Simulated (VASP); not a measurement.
A run of VASP 6.6.1 is set up as follows.

The input INCAR:

```
SYSTEM = Be
  ALGO = Normal
  EDIFF = 1E-6
  ENCUT = 600
  GGA = PS
  GGA_COMPAT = .FALSE.
  ISIF = 2
  ISMEAR = 0
  LASPH = .TRUE.
  LCHARG = .FALSE.
  LREAL = .FALSE.
  LWAVE = .FALSE.
  NBANDS = 7
  NELM = 120
  PREC = Accurate
  SIGMA = 0.1
```

File KPOINTS:

```
k-points
0
G
  18 18 18
  0 0 0
```

The input POSCAR:

```
Be
1.0
   -1.6735340108      1.6735340108      1.6666355222
    1.6735340108     -1.6735340108      1.6666355222
    1.6735340108      1.6735340108     -1.6666355222
Be
1
Direct
    0.5000000000      0.5000000000      0.0000000000
```

Potentials or basis: VASP PAW PBE potentials, release 64 (Be).

Command:

```sh
$ cat potpaw_PBE.64/Be/POTCAR > POTCAR
$ mpirun -np 1 vasp_std > vasp.out
```

(1) Predict the band gap on the k mesh.

(2) Estimate the pressure.

## Answers

(1) zero (bands 1 and 2 overlap by 3.26 eV).

(2) -22.8 GPa.

Caveat: the cell differs from its parent crystal (Ca replaced by Be, lengths x 0.727, strained); the cell stands under tension; the PAW data sets were made with another functional, which shifts forces and pressure a little.
